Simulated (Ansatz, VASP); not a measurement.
Re: VASP beside Ansatz

```xyz
2
Lattice="2.7235 0.0000 0.0000 -1.3617 2.3586 0.0000 0.0000 0.0000 4.3979" Properties=species:S:1:pos:R:3 pbc="T T T"
Re    1.3617    0.7862    3.2985
Re    0.0000    1.5724    1.0995
```

Alike in both runs: task single point; functional RPBE; dispersion D4; k mesh 11 × 11 × 6; occupations fermi-dirac, width 0.05 eV; no spin polarisation.

|  | VASP | Ansatz |
| --- | --- | --- |
| version | VASP 6.6.1 | Ansatz 0.2.0 |
| potentials or method | VASP PAW PBE potentials, release 64 (Re) | Ansatz PAW |
| plane-wave cutoff (eV) | 520 | 420 |
| valence electrons in the cell | 14 | 30 |

Ansatz gave:

```
gap on the k mesh at the Fermi level (eV)                     : none
pressure (GPa)                                                : 13.6
traceless stress, the component that is largest in VASP (GPa) : 0.39
```

**Question.** What did VASP give for the same quantities?

**Answer.** gap on the k mesh at the Fermi level (eV): none; pressure (GPa): 13.3; traceless stress, the component that is largest in VASP (GPa): 0.25.

VASP's potentials were made for PBE, not for RPBE. A gap of «none» marks a metal or a gap that the smearing closes. VASP's potentials hold 14 valence electrons a cell and Ansatz's 30, so a difference there can come from the potentials and not from the codes.

Spin-orbit coupling is off throughout.
